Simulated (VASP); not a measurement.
# MgO (Pm) in VASP: notebook, part 2 of 2

VASP 6.6.1. Earlier steps stand in the parts before.

### Step 3. Single point, PBE (atom 3 (O) moved by (-0.225, +0.000) A along x and z)

Input file INCAR:

```
SYSTEM = MgO
PREC = Accurate
ENCUT = 520
EDIFF = 1E-7
ISMEAR = 0
SIGMA = 0.05
LREAL = .False.
LASPH = .True.
NELM = 80
ALGO = Normal
ISIF = 2
LWAVE = .False.
LCHARG = .True.
GGA = PE
LELF = .True.
LVHAR = .True.
NBANDS = 16
```

Input file KPOINTS:

```
Automatic mesh
0
Gamma
  6 6 6
  0 0 0
```

Input file POSCAR:

```
MgO
1.0
    3.4863778627      0.0000000000      0.0000000000
   -1.7431889314      3.0192917963      0.0000000000
    0.0000000000      0.0000000000      4.1780412200
Mg O
2 2
Direct
    0.6666666667      0.3333333333      0.7500000000
    0.3333333333      0.6666666667      0.2500000000
    0.6021297723      0.3333333333      0.2500000000
    0.3333333333      0.6666666667      0.7500000000
```

Potentials or basis: VASP PAW PBE potentials, release 64 (Mg, O).

Started as:

```
$ cat potpaw_PBE.64/Mg/POTCAR potpaw_PBE.64/O/POTCAR > POTCAR
$ mpirun -np 1 vasp_std > vasp.out
```

OUTCAR:

```text
SYSTEM = MgO
   PREC = Accurate
   ENCUT = 520
   EDIFF = 1E-7
   ISMEAR = 0
   LREAL = .False.
   LASPH = .True.
   NELM = 80
   ISIF = 2
   GGA = PE

 ion  position               nearest neighbor table
   1  0.667  0.333  0.750-   4 2.01   4 2.01   4 2.01   3 2.10   3 2.10   2 2.90   2 2.90   2 2.90
                             2 2.90   2 2.90   2 2.90
   2  0.333  0.667  0.250-   3 1.82   3 2.03   4 2.09   4 2.09   3 2.21   1 2.90   1 2.90   1 2.90
                             1 2.90   1 2.90   1 2.90
   3  0.602  0.333  0.250-   2 1.82   2 2.03   1 2.10   1 2.10   2 2.21
   4  0.333  0.667  0.750-   1 2.01   1 2.01   1 2.01   2 2.09   2 2.09

  LATTYP: Found a hexagonal cell.
 ALAT       =     3.4863778627
 C/A-ratio  =     1.1983902447

  Lattice vectors:

 A1 = (   3.4863778627,   0.0000000000,   0.0000000000)
 A2 = (  -1.7431889314,   3.0192917963,   0.0000000000)
 A3 = (   0.0000000000,   0.0000000000,   4.1780412200)

Analysis of symmetry for initial positions (statically):
=====================================================================
 Subroutine PRICEL returns:
 Original cell was already a primitive cell.

 Routine SETGRP: Setting up the symmetry group for a
 hexagonal supercell.

 Subroutine GETGRP returns: Found  2 space group operations
 (whereof  1 operations were pure point group operations)
 out of a pool of 24 trial point group operations.

The static configuration has the point symmetry C_1 .
 The point group associated with its full space group is C_1h.

Analysis of symmetry for dynamics (positions and initial velocities):
=====================================================================
 Subroutine PRICEL returns:
 Original cell was already a primitive cell.

 Routine SETGRP: Setting up the symmetry group for a
 hexagonal supercell.

 Subroutine GETGRP returns: Found  2 space group operations
 (whereof  1 operations were pure point group operations)
 out of a pool of 24 trial point group operations.

[... 121 lines left out ...]
   EFERMI_NEDOS =   21; number of points for ismear=-14 and -15
   IALGO  =     38    algorithm
   IMIX   =      4    mixing-type and parameters
     AMIX     =   0.40;   BMIX     =  1.00
     AMIX_MAG =   1.60;   BMIX_MAG =  1.00
  volume/ion in A,a.u.               =      10.99        74.20
  Fermi-wavevector in a.u.,A,eV,Ry     =   1.168685  2.208494 18.583167  1.365824
  Thomas-Fermi vector in A             =   2.305168
   LORBIT       =      0    0 simple, 1 ext, 2 COOP (PROOUT), +10 PAW based schemes
   GGA     = PE    functional components
   LHFCALC =     F    Hartree Fock is set to
   AEXX    =    0.0000 exact exchange contribution
   IVDW    =     0    specifies the selected vdW correction
   LEPSILON=     F    determine dielectric tensor
   LRPA    =     F    only Hartree local field effects (RPA)
 non-spin polarized calculation
 Gauss-broadening in eV      SIGMA  =   0.05
  energy-cutoff  :      520.00
  volume of cell :       43.98
 maximum number of plane-waves:      1204
 NGX is ok and might be reduce to    28
   NGX = 13   NGY = 13   NGZ = 15

 number of electron      16.0000001 magnetization

 Free energy of the ion-electron system (eV)
  ---------------------------------------------------
  ext. energy  EPLUGINS =         0.00000000
  ---------------------------------------------------
  free energy    TOTEN  =       -23.36601147 eV

  energy without entropy =      -23.36601147  energy(sigma->0) =      -23.36601147

 E-fermi :   2.2806     XC(G=0): -10.0712

 val. band max:        2.0496457020   @ k =   0.0000   0.0000   0.0000
 cond. band min:       5.3870077478   @ k =   0.0000   0.0000   0.0000
 fundamental gap:      3.3373620458
 Fermi energy:         2.2806372914

 k-point     1 :       0.0000    0.0000    0.0000
  band No.  band energies     occupation
      1     -14.9372      2.00000
      2     -13.5211      2.00000
      3      -1.6406      2.00000
      4       0.0721      2.00000
      5       0.5018      2.00000
      6       1.0730      2.00000
[... 433 lines left out ...]
      3      -1.4329      2.00000
      4      -0.0578      2.00000
      5       0.3023      2.00000
      6       0.3822      2.00000
[... 8 lines left out ...]
     15      16.4559      0.00000
     16      17.7535      0.00000

 [... further k-points ...]
[... 5 lines left out ...]
  --------------------------------------------------------------------------------------
  -------------------------------------------------------------------------------------
  Total        2.3278064      1.7186817      1.3610695     -2.3771611      0.0000000      0.0000000
  in kB       84.8018209     62.6114508     49.5836646    -86.5998096      0.0000000      0.0000000
  external PRESSURE =      65.6656455 kB  Pullay stress =       0.0000000 kB

 VOLUME and BASIS-vectors are now :
 -----------------------------------------------------------------------------
  energy-cutoff  :      520.00
  volume of cell :       43.98
      direct lattice vectors                 reciprocal lattice vectors
     3.486377863  0.000000000  0.000000000     0.286830642  0.165601748  0.000000000
    -1.743188931  3.019291796  0.000000000     0.000000000  0.331203497  0.000000000
     0.000000000  0.000000000  4.178041220     0.000000000  0.000000000  0.239346609

 POSITION                                       TOTAL-FORCE (eV/Angst)
 -----------------------------------------------------------------------------------
      1.74319      1.00643      3.13353        -0.363703     -0.005043      0.000000
     -0.00000      2.01286      1.04451        -1.949321      0.846032      0.000000
      1.51819      1.00643      1.04451         2.733917     -0.918504      0.000000
     -0.00000      2.01286      3.13353        -0.420893      0.077515      0.000000
 -----------------------------------------------------------------------------------
    total drift:                                0.000141      0.000379      0.000000

  FREE ENERGIE OF THE ION-ELECTRON SYSTEM (eV)
  ---------------------------------------------------
  free  energy   TOTEN  =       -23.3660114650 eV

  energy  without entropy=      -23.3660114650  energy(sigma->0) =      -23.36601147
```

OSZICAR:

```text
N       E                     dE             d eps       ncg     rms          rms(c)
DAV:   1     0.602460862109E+02    0.60246E+02   -0.76124E+03  2560   0.893E+02
DAV:   2    -0.238104193343E+02   -0.84057E+02   -0.77283E+02  3584   0.197E+02
DAV:   3    -0.274915290955E+02   -0.36811E+01   -0.36735E+01  2824   0.427E+01
DAV:   4    -0.275062963829E+02   -0.14767E-01   -0.14767E-01  3080   0.315E+00
DAV:   5    -0.275063709607E+02   -0.74578E-04   -0.74578E-04  2872   0.214E-01    0.114E+01
DAV:   6    -0.234374594635E+02    0.40689E+01   -0.10634E+01  2664   0.253E+01    0.358E+00
DAV:   7    -0.233861498353E+02    0.51310E-01   -0.15256E-01  2648   0.316E+00    0.214E+00
DAV:   8    -0.233678520139E+02    0.18298E-01   -0.97978E-02  2888   0.332E+00    0.511E-01
DAV:   9    -0.233651503052E+02    0.27017E-02   -0.82077E-03  3072   0.803E-01    0.117E-01
DAV:  10    -0.233659826073E+02   -0.83230E-03   -0.87451E-04  2600   0.230E-01    0.393E-02
DAV:  11    -0.233660064860E+02   -0.23879E-04   -0.66904E-05  2824   0.737E-02    0.978E-03
DAV:  12    -0.233660118971E+02   -0.54111E-05   -0.96813E-06  2608   0.272E-02    0.939E-03
DAV:  13    -0.233660116756E+02    0.22144E-06   -0.14736E-06  2848   0.109E-02    0.472E-03
DAV:  14    -0.233660115389E+02    0.13678E-06   -0.27801E-07  2632   0.460E-03    0.212E-03
DAV:  15    -0.233660114650E+02    0.73807E-07   -0.18383E-07  2480   0.341E-03
   1 F= -.23366011E+02 E0= -.23366011E+02  d E =-.702848E-13
```

stdout:

```text
POSCAR found type information on POSCAR MgO
 POSCAR found :  2 types and       4 ions
 scaLAPACK will be used
 LDA part: xc-table for (Slater+PW92), standard interpolation
 POSCAR, INCAR and KPOINTS ok, starting setup
 FFT: planning ... GRIDC
 FFT: planning ... GRID_SOFT
 FFT: planning ... GRID
 WAVECAR not read
 entering main loop
```

It took 55 s on 1 thread of Intel Xeon Platinum 8259CL at 2.50GHz (Skylake/Cascade Lake), shared host; peak memory 0.19 GiB.

What came out:

| Quantity | Value |
| --- | --- |
| Free energy | -23.3660 eV |
| Pressure | 6.6 GPa |
| Largest force | 2.884 eV/Å |
| Band gap on the k mesh | 3.34 eV, direct |

Forces on the atoms (eV/Å):
```
Mg  -0.364 -0.005  0.000
Mg  -1.949  0.846  0.000
O    2.734 -0.919  0.000
O   -0.421  0.078  0.000
```

Caveat: the cell differs from its parent crystal (atom 3 (O) moved by (-0.225, +0.000) A along x and z); forces of over 1 eV/Å act on the atoms, so gaps and moduli don't describe the material at rest.
